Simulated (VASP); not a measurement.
# InO2 (fluorite type) (Fm-3m) in VASP: notebook

InO2 (fluorite type) is run at these levels: r2SCAN; tasks: single point.

Everything below comes from runs of VASP 6.6.1. Logs are shortened: lines on timing, memory, paths and dates and some standing lists are left out, and cuts for length are marked.

## 1. The cell of the first run

It takes space group Fm-3m (No. 225, cubic). Conventional cell: a = 5.229 Å, b = 5.229 Å, c = 5.229 Å, α = 90.00°, β = 90.00°, γ = 90.00°. In (site symmetry m-3m) has 8 O at 2.26 Å within 3.0 Å. Within 3.0 Å of O (site symmetry -43m) lie 4 In at 2.26 Å and 6 O at 2.61 Å.

## 2. Single point, r2SCAN

File POSCAR:

```
InO2
1.0
    0.0000000000      2.6144501356      2.6144501356
    2.6144501356      0.0000000000      2.6144501356
    2.6144501356      2.6144501356      0.0000000000
In O
1 2
Direct
    0.0000000000      0.0000000000      0.0000000000
    0.2500000000      0.2500000000      0.2500000000
    0.7500000000      0.7500000000      0.7500000000
```

File INCAR.step1:

```
PREC = Accurate ; ENCUT = 520
ISMEAR = -1 ; SIGMA = 0.1
LREAL = F ; LASPH = T
NELM = 100 ; NBANDS = 20
GGA = PE ; ALGO = Normal
EDIFF = 1E-4 ; LWAVE = T
LCHARG = F
```

File INCAR.step2:

```
PREC = Accurate ; ENCUT = 520
EDIFF = 1E-6 ; ISMEAR = -1
SIGMA = 0.1 ; LREAL = F
LASPH = T ; NELM = 100
ALGO = Normal ; ISIF = 2
LWAVE = F ; LCHARG = F
METAGGA = R2SCAN ; LMIXTAU = T
NBANDS = 20 ; ISTART = 1
```

File KPOINTS:

```
Automatic mesh
0
Gamma
  11 11 11
```

Potentials or basis: VASP PAW PBE potentials, release 64 (In_d, O).

Run with:

```bash
cat potpaw_PBE.64/In_d/POTCAR potpaw_PBE.64/O/POTCAR > POTCAR
cp INCAR.step1 INCAR
mpirun -np 1 vasp_std > vasp.out
cp INCAR.step2 INCAR
mpirun -np 1 vasp_std > vasp.out
```

OUTCAR:

```text
PREC = Accurate
   ENCUT = 520
   EDIFF = 1E-6
   ISMEAR = -1
   LREAL = F
   LASPH = T
   NELM = 100
   ISIF = 2
   METAGGA = R2SCAN
   ISTART = 1

 ion  position               nearest neighbor table
   1  0.000  0.000  0.000-   3 2.26   3 2.26   3 2.26   2 2.26   3 2.26   2 2.26   2 2.26   2 2.26

   2  0.250  0.250  0.250-   1 2.26   1 2.26   1 2.26   1 2.26
   3  0.750  0.750  0.750-   1 2.26   1 2.26   1 2.26   1 2.26

  LATTYP: Found a face centered cubic cell.
 ALAT       =     5.2289002712

  Lattice vectors:

 A1 = (   0.0000000000,   2.6144501356,   2.6144501356)
 A2 = (   2.6144501356,   0.0000000000,   2.6144501356)
 A3 = (   2.6144501356,   2.6144501356,   0.0000000000)

Analysis of symmetry for initial positions (statically):
=====================================================================
 Subroutine PRICEL returns:
 Original cell was already a primitive cell.

 Routine SETGRP: Setting up the symmetry group for a
 face centered cubic supercell.

 Subroutine GETGRP returns: Found 48 space group operations
 (whereof 48 operations were pure point group operations)
 out of a pool of 48 trial point group operations.

The static configuration has the point symmetry O_h .

Analysis of symmetry for dynamics (positions and initial velocities):
=====================================================================
 Subroutine PRICEL returns:
 Original cell was already a primitive cell.

 Routine SETGRP: Setting up the symmetry group for a
 face centered cubic supercell.

 Subroutine GETGRP returns: Found 48 space group operations
 (whereof 48 operations were pure point group operations)
 out of a pool of 48 trial point group operations.

The dynamic configuration has the point symmetry O_h .

 Subroutine INISYM returns: Found 48 space group operations
 (whereof 48 operations are pure point group operations),
 and found     1 'primitive' translations

----------------------------------------------------------------------------------------

                                     Primitive cell

  volume of cell :      35.7414

  direct lattice vectors                    reciprocal lattice vectors
     0.000000000  2.614450136  2.614450136    -0.191244803  0.191244803  0.191244803
     2.614450136  0.000000000  2.614450136     0.191244803 -0.191244803  0.191244803
     2.614450136  2.614450136  0.000000000     0.191244803  0.191244803 -0.191244803

  length of vectors
     3.697390840  3.697390840  3.697390840     0.331245715  0.331245715  0.331245715

  position of ions in fractional coordinates (direct lattice)
     0.000000000  0.000000000  0.000000000
     0.250000000  0.250000000  0.250000000
     0.750000000  0.750000000  0.750000000

  ion indices of the primitive-cell ions
   primitive index   ion index
                 1           1
                 2           2
                 3           3

----------------------------------------------------------------------------------------

 KPOINTS: Automatic mesh

Automatic generation of k-mesh.
 Grid dimensions read from file:
 generate k-points for:   11   11   11

 Generating k-lattice:

  Cartesian coordinates                     Fractional coordinates (reciprocal lattice)
    -0.017385891  0.017385891  0.017385891     0.090909091  0.000000000  0.000000000
     0.017385891 -0.017385891  0.017385891     0.000000000  0.090909091  0.000000000
     0.017385891  0.017385891 -0.017385891     0.000000000  0.000000000  0.090909091

  Length of vectors
     0.030113247  0.030113247  0.030113247

  Shift w.r.t. Gamma in fractional coordinates (k-lattice)
     0.000000000  0.000000000  0.000000000

 Subroutine IBZKPT returns following result:
 ===========================================

 Found     56 irreducible k-points:

 Following reciprocal coordinates:
            Coordinates               Weight
  0.000000  0.000000  0.000000      1.000000
  0.090909  0.000000  0.000000      8.000000
  0.181818  0.000000  0.000000      8.000000
  0.272727  0.000000  0.000000      8.000000
  0.363636  0.000000  0.000000      8.000000
  0.454545  0.000000  0.000000      8.000000
[... 16 lines left out ...]
 -0.272727  0.181818  0.000000     24.000000
 -0.181818  0.181818  0.000000     12.000000
 [... further k-points ...]
   k-points           NKPTS =     56   k-points in BZ     NKDIM =     56   number of bands    NBANDS=     20
   number of dos      NEDOS =    301   number of ions     NIONS =      3
   total plane-waves  NPLWV =  21952
   dimension x,y,z NGX =    28 NGY =   28 NGZ =   28
   dimension x,y,z NGXF=    56 NGYF=   56 NGZF=   56
   ions per type =               1   2
   NGX,Y,Z   is equivalent  to a cutoff of  12.59, 12.59, 12.59 a.u.
   NGXF,Y,Z  is equivalent  to a cutoff of  25.18, 25.18, 25.18 a.u.
 SYSTEM =  unknown system
   PREC   = accura    normal or accurate (medium, high low for compatibility)
   ISTART =      1    job   : 0-new  1-cont  2-samecut
   ICHARG =      0    charge: 1-file 2-atom 10-const
   ISPIN  =      1    spin polarized calculation?
   LNONCOLLINEAR =      F non collinear calculations
   LSORBIT =      F    spin-orbit coupling
   LASPH  =      T    aspherical Exc in radial PAW
   ENCUT  =  520.0 eV  38.22 Ry    6.18 a.u.   6.87  6.87  6.87*2*pi/ulx,y,z
   NELM   =    100;   NELMIN=  2; NELMDL=  0     # of ELM steps
   EDIFF  = 0.1E-05   stopping-criterion for ELM
   LREAL  =      F    real-space projection
   EDIFFG = 0.1E-04   stopping-criterion for IOM
   NSW    =      0    number of steps for IOM
   IBRION =     -1    ionic relax: 0-MD 1-quasi-New 2-CG
   NFREE  =      0    steps in history (QN), initial steepest desc. (CG)
   ISIF   =      2    stress and relaxation
   ISYM   =      2    0-nonsym 1-usesym 2-fastsym
   POTIM  = 0.5000    time-step for ionic-motion
   TEBEG  =    0.0;   TEEND  =   0.0 temperature during run
   PSTRESS=    0.0 pullay stress
   NELECT =      25.0000    total number of electrons
   NUPDOWN=      -1.0000    fix difference up-down
   EMIN   =  10.00;   EMAX   =-10.00  energy-range for DOS
   EFERMI =   0.00;   METHOD = LEGACY
   ISMEAR =    -1;   SIGMA  =   0.10  broadening in eV -4-tet -1-fermi 0-gaus
   EFERMI_NEDOS =   21; number of points for ismear=-14 and -15
   IALGO  =     38    algorithm
   IMIX   =      4    mixing-type and parameters
     AMIX     =   0.40;   BMIX     =  1.00
     AMIX_MAG =   1.60;   BMIX_MAG =  1.00
  volume/ion in A,a.u.               =      11.91        80.40
  Fermi-wavevector in a.u.,A,eV,Ry     =   1.453219  2.746186 28.733411  2.111846
  Thomas-Fermi vector in A             =   2.570511
   LORBIT       =      0    0 simple, 1 ext, 2 COOP (PROOUT), +10 PAW based schemes
   METAGGA = R2SCAN    functional components
   LHFCALC =     F    Hartree Fock is set to
   AEXX    =    0.0000 exact exchange contribution
   IVDW    =     0    specifies the selected vdW correction
   LEPSILON=     F    determine dielectric tensor
   LRPA    =     F    only Hartree local field effects (RPA)
 non-spin polarized calculation
  energy-cutoff  :      520.00
  volume of cell :       35.74
 maximum number of plane-waves:       974
   NGX = 13   NGY = 13   NGZ = 13

 number of electron      25.0000006 magnetization

 Free energy of the ion-electron system (eV)
  ---------------------------------------------------
  ext. energy  EPLUGINS =         0.00000000
  ---------------------------------------------------
  free energy    TOTEN  =       -37.76986738 eV

  energy without entropy =      -37.66232764  energy(sigma->0) =      -37.71609751

 E-fermi :   4.9773     XC(G=0): -11.9825

 val. band max:        4.9727547355   @ k =  -0.2727   0.2727   0.0909
 cond. band min:       4.9798393062   @ k =  -0.3636   0.4545   0.1818
 fundamental gap:      0.0070845707
 Fermi energy:         4.9772865135

 k-point     1 :       0.0000    0.0000    0.0000
  band No.  band energies     occupation
      1     -14.2909      2.00000
      2     -11.4684      2.00000
      3      -8.0028      2.00000
      4      -8.0028      2.00000
      5      -8.0028      2.00000
      6      -7.5868      2.00000
[... 12 lines left out ...]
     19      22.7482      0.00000
     20      22.7482      0.00000

 k-point     2 :       0.0909    0.0000    0.0000
  band No.  band energies     occupation
      1     -14.2286      2.00000
      2     -11.5809      2.00000
      3      -7.9885      2.00000
      4      -7.9885      2.00000
      5      -7.8779      2.00000
      6      -7.5887      2.00000
[... 12 lines left out ...]
     19      22.7149      0.00000
     20      22.7149      0.00000

 k-point     3 :       0.1818    0.0000    0.0000
  band No.  band energies     occupation
      1     -14.0522      2.00000
      2     -11.8543      2.00000
      3      -7.9526      2.00000
      4      -7.9526      2.00000
      5      -7.5903      2.00000
      6      -7.5903      2.00000
[... 12 lines left out ...]
     19      22.6382      0.00000
     20      22.6382      0.00000

 k-point     4 :       0.2727    0.0000    0.0000
  band No.  band energies     occupation
      1     -13.7935      2.00000
      2     -12.1782      2.00000
      3      -7.9135      2.00000
      4      -7.9135      2.00000
      5      -7.5830      2.00000
      6      -7.5830      2.00000
[... 12 lines left out ...]
     19      22.5422      0.00000
     20      23.4974      0.00000

 k-point     5 :       0.3636    0.0000    0.0000
  band No.  band energies     occupation
      1     -13.5035      2.00000
      2     -12.4805      2.00000
      3      -7.8885      2.00000
      4      -7.8884      2.00000
      5      -7.5639      2.00000
      6      -7.5639      2.00000
[... 12 lines left out ...]
     19      22.4082      0.00000
     20      23.3045      0.00000
[... 353 lines left out ...]
      6      -7.5025      2.00000
[... 12 lines left out ...]
     19      22.6452      0.00000
     20      25.8626      0.00000

 k-point    22 :      -0.3636    0.1818    0.0000
  band No.  band energies     occupation
      1     -13.2197      2.00000
      2     -12.7305      2.00000
      3      -7.8133      2.00000
      4      -7.7488      2.00000
      5      -7.5841      2.00000
      6      -7.4810      2.00000
[... 12 lines left out ...]
     19      22.2887      0.00000
     20      26.0188      0.00000

 k-point    23 :      -0.2727    0.1818    0.0000
  band No.  band energies     occupation
      1     -13.4590      2.00000
      2     -12.5152      2.00000
      3      -7.8393      2.00000
      4      -7.7743      2.00000
      5      -7.6130      2.00000
      6      -7.5134      2.00000
[... 12 lines left out ...]
     19      22.1950      0.00000
     20      25.8614      0.00000

 k-point    24 :      -0.1818    0.1818    0.0000
  band No.  band energies     occupation
      1     -13.7130      2.00000
      2     -12.2656      2.00000
      3      -7.8853      2.00000
      4      -7.8324      2.00000
      5      -7.6190      2.00000
      6      -7.5511      2.00000
[... 12 lines left out ...]
     19      22.2537      0.00000
     20      25.1973      0.00000

 [... further k-points ...]
[... 5 lines left out ...]
  --------------------------------------------------------------------------------------
  -------------------------------------------------------------------------------------
  Total       -0.4665516     -0.4665516     -0.4665516      0.0000000      0.0000000      0.0000000
  in kB      -20.9141008    -20.9141008    -20.9141008      0.0000000      0.0000000      0.0000000
  external PRESSURE =     -20.9141008 kB  Pullay stress =       0.0000000 kB

 VOLUME and BASIS-vectors are now :
 -----------------------------------------------------------------------------
  energy-cutoff  :      520.00
  volume of cell :       35.74
      direct lattice vectors                 reciprocal lattice vectors
     0.000000000  2.614450136  2.614450136    -0.191244803  0.191244803  0.191244803
     2.614450136  0.000000000  2.614450136     0.191244803 -0.191244803  0.191244803
     2.614450136  2.614450136  0.000000000     0.191244803  0.191244803 -0.191244803

 POSITION                                       TOTAL-FORCE (eV/Angst)
 -----------------------------------------------------------------------------------
      0.00000      0.00000      0.00000        -0.000000     -0.000000     -0.000000
      1.30723      1.30723      1.30723         0.000000      0.000000      0.000000
      3.92168      3.92168      3.92168        -0.000000     -0.000000     -0.000000
 -----------------------------------------------------------------------------------
    total drift:                                0.000000     -0.000000      0.000000

  FREE ENERGIE OF THE ION-ELECTRON SYSTEM (eV)
  ---------------------------------------------------
  free  energy   TOTEN  =       -37.7698673800 eV

  energy  without entropy=      -37.6623276426  energy(sigma->0) =      -37.71609751
```

Wall time 4.2 min (1 thread of Intel Xeon 8259CL, shared host); peak memory 0.19 GiB.

What came out:

```yaml
Free_energy: -37.7699 eV
Pressure: -2.1 GPa
```

Caveat: the PAW data sets were made with another functional, which shifts forces and pressure a little; spin-orbit coupling is left out, which moves the levels of the heavy elements; an odd number of electrons without spin polarisation forces a metal; a magnetic or distorted state may lie lower.

## 3. Single point, r2SCAN

This run uses another cell than the first one, of 12.28 Å³/atom, 1.031 times its volume.

File POSCAR:

```
InO2
1.0
    0.0000000000      2.6408605104      2.6408605104
    2.6408605104      0.0000000000      2.6408605104
    2.6408605104      2.6408605104      0.0000000000
In O
1 2
Direct
    0.0000000000      0.0000000000      0.0000000000
    0.2500000000      0.2500000000      0.2500000000
    0.7500000000      0.7500000000      0.7500000000
```

File INCAR.step1:

```
SYSTEM = InO2
PREC = Accurate
ENCUT = 520
ISMEAR = -1
SIGMA = 0.1
LREAL = .FALSE.
LASPH = .TRUE.
NELM = 80
NBANDS = 20
GGA = PE
ALGO = Normal
EDIFF = 1E-4
LWAVE = .TRUE.
LCHARG = .FALSE.
```

File INCAR.step2:

```
SYSTEM = InO2
PREC = Accurate
ENCUT = 520
EDIFF = 1E-7
ISMEAR = -1
SIGMA = 0.1
LREAL = .FALSE.
LASPH = .TRUE.
NELM = 80
ALGO = Normal
ISIF = 2
LWAVE = .FALSE.
LCHARG = .TRUE.
METAGGA = R2SCAN
LMIXTAU = .TRUE.
LELF = .TRUE.
LVHAR = .TRUE.
NBANDS = 20
ISTART = 1
```

File KPOINTS:

```
Automatic mesh
0
G
  11 11 11
  0 0 0
```

Potentials or basis: VASP PAW PBE potentials, release 64 (In_d, O).

Run with:

```bash
cat potpaw_PBE.64/In_d/POTCAR potpaw_PBE.64/O/POTCAR > POTCAR
cp INCAR.step1 INCAR
mpirun -np 1 vasp_std > vasp.out
cp INCAR.step2 INCAR
mpirun -np 1 vasp_std > vasp.out
```

Run time: 4.1 min. Hardware: 1 thread of Intel Xeon 8259CL, shared host; peak memory 0.19 GiB.

It converged, with:

```
Free energy : -37.7410 eV
Pressure    : -6.8 GPa
```

Levels at points of the mesh, in eV from the Fermi level:
```tsv
k point	band 10	band 11	band 12	band 13	band 14	band 15	band 16	band 17
(0.00, 0.00, 0.00)	-1.76	-0.72	-0.72	-0.72	2.48	10.05	10.05	10.05
```

Caveat: the PAW data sets were made with another functional, which shifts forces and pressure a little; spin-orbit coupling is left out, which moves the levels of the heavy elements; an odd number of electrons without spin polarisation forces a metal; a magnetic or distorted state may lie lower.

(Part 1 of 2 ends here.)
